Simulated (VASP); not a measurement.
Input of a VASP 6.6.1 run:

INCAR

```
SYSTEM = Mo
ALGO = Normal
EDIFF = 1E-6
ENCUT = 520
GGA = PE
ISIF = 2
ISMEAR = -1
LASPH = .TRUE.
LCHARG = .FALSE.
LREAL = .FALSE.
LWAVE = .FALSE.
NBANDS = 13
NELM = 80
PREC = Accurate
SIGMA = 0.08
```

Contents of KPOINTS:

```
k-points
0
G
  16 16 16
  0 0 0
```

POSCAR

```
Mo
1.0
    2.4662854038      0.0000000000      0.0000000000
    0.0000000000      2.4662854038      0.0000000000
    0.0000000000      0.0000000000      2.4662854038
Mo
1
Direct
    0.0000000000      0.0000000000      0.0000000000
```

Potentials or basis: VASP PAW PBE potentials, release 64 (Mo_sv).

Command:

```console
$ cat potpaw_PBE.64/Mo_sv/POTCAR > POTCAR
$ mpirun -np 1 vasp_std > vasp.out
```

(1) What does it give for the pressure?

(2) What does it give for the band gap on the k mesh?

Results:

(1) 43.4 GPa.

(2) zero (band 7 reaches 14.86 eV, above the bottom of band 8 at 11.98 eV).
